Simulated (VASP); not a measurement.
A run of VASP 6.6.1:

The input INCAR:

```
ALGO = Normal ; EDIFF = 1E-8
ENCUT = 600 ; GGA = PS
IBRION = 6 ; ISIF = 3
ISMEAR = 0 ; LASPH = T
LCHARG = T ; LREAL = F
LWAVE = F ; NELM = 60
NFREE = 2 ; NSW = 1
POTIM = 0.015 ; PREC = Accurate
SIGMA = 0.01
```

Contents of KPOINTS:

```
k-points
0
Gamma
  8 8 8
```

Contents of POSCAR:

```
GaAs
1.0
    0.0000000000      2.8161400502      2.8161400502
    2.8161400502      0.0000000000      2.8161400502
    2.8161400502      2.8161400502      0.0000000000
Ga As
1 1
Direct
    0.0000000000      0.0000000000      0.0000000000
    0.7500000000      0.7500000000      0.7500000000
```

Potentials or basis: VASP PAW PBE potentials, release 64 (Ga_d, As).

The run is started by

```console
$ cat potpaw_PBE.64/Ga_d/POTCAR potpaw_PBE.64/As/POTCAR > POTCAR
$ mpirun -np 1 vasp_std > vasp.out
```

Hardware: 1 thread of Intel(R) Xeon(R) 6975P-C (Granite Rapids), on a shared host.

Estimate the wall time of this run.

Wall time 10 min on 1 thread of Intel(R) Xeon(R) 6975P-C (Granite Rapids) (shared host), peak memory 0.33 GiB. Counts: scf iterations 176, k points 29.
